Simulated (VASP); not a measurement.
C, 2 atoms in the cell. The structure is cubic, space group Fd-3m (No. 227). Conventional cell: a = 3.499 Å, b = 3.499 Å, c = 3.499 Å, α = 90.00°, β = 90.00°, γ = 90.00°. C (site symmetry -43m) has 4 C at 1.52 Å within 2.0 Å. 

- Program: VASP 6.6.1
- Task: single point
- Functional: PBE
- Potentials or basis: VASP PAW PBE potentials, release 64 (C)
- Cutoff: 520 eV
- k mesh: 52 × 52 × 52
- Occupations: fermi-dirac, width 0.0612256 eV
- Spin: no spin polarisation
- Dipole correction: no
- Further INCAR settings: ALGO = Normal; EDIFF = 1e-06; NBANDS = 11

Potentials or basis: VASP PAW PBE potentials, release 64 (C).

The run is started by

```sh
$ cat potpaw_PBE.64/C/POTCAR > POTCAR
$ mpirun -np 1 vasp_std > vasp.out
```

Hardware: 1 thread of Intel(R) Xeon(R) Platinum 8488C (Sapphire Rapids) (shared host).

Q: Estimate the wall time of this run.

A: It took 2.9 min on 1 thread of Intel(R) Xeon(R) Platinum 8488C (Sapphire Rapids), with other jobs on the host, peak memory 0.41 GiB. Counts: scf iterations 11, k points 3472.
